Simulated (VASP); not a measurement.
Write the native input for VASP 6.6.1 that does the following.

| Item | Value |
| --- | --- |
| Task | single point |
| Functional | PBE |
| Potentials or basis | VASP PAW PBE potentials, release 64 (Ag) |
| Cutoff | 400 eV |
| k mesh | 16 × 16 × 1 |
| Occupations | gaussian, width 0.1 eV |
| Spin | no spin polarisation |
| Dipole correction | yes |
| Further INCAR settings | ALGO = Normal; EDIFF = 1e-06; NBANDS = 48; NELMDL = -8 |

The structure of Ag lies in POSCAR:

```
Ag
1.0
    2.8892383079      0.0000000000      0.0000000000
   -1.4446191540      2.5021537722      0.0000000000
    0.0000000000      0.0000000000     52.1086384046
Ag
7
Direct
    0.0000000000      0.0000000000      0.1696782639
    0.3333333333      0.6666666667      0.2160702603
    0.6666666667      0.3333333333      0.2622162437
    0.0000000000      0.0000000000      0.3085315620
    0.3333333333      0.6666666667      0.3548468803
    0.6666666667      0.3333333333      0.4009928637
    0.0000000000      0.0000000000      0.4473848601
```

These files were run (other wordings do the same):

INCAR

```
SYSTEM = Ag
  ALGO = Normal
  DIPOL = 0.5 0.5 0.309
  EDIFF = 1E-6
  ENCUT = 400
  GGA = PE
  GGA_COMPAT = .FALSE.
  IDIPOL = 3
  ISIF = 2
  ISMEAR = 0
  LASPH = .TRUE.
  LCHARG = .FALSE.
  LDIPOL = .TRUE.
  LREAL = .FALSE.
  LWAVE = .FALSE.
  NBANDS = 48
  NELM = 120
  NELMDL = -8
  PREC = Accurate
  SIGMA = 0.1
```

KPOINTS

```
k-points
0
G
  16 16 1
  0 0 0
```

Potentials or basis: VASP PAW PBE potentials, release 64 (Ag).

Run with:

```bash
$ cat potpaw_PBE.64/Ag/POTCAR > POTCAR
$ mpirun -np 1 vasp_std > vasp.out
```

It gave:

The largest force is 0.004 eV/Å. The band gap on the k mesh is zero (an odd number of electrons rules out a gap without spin polarisation).

It took 21 min on 1 thread of Oxide Virtual Turin-like Processor (shared host), peak memory 0.46 GiB.
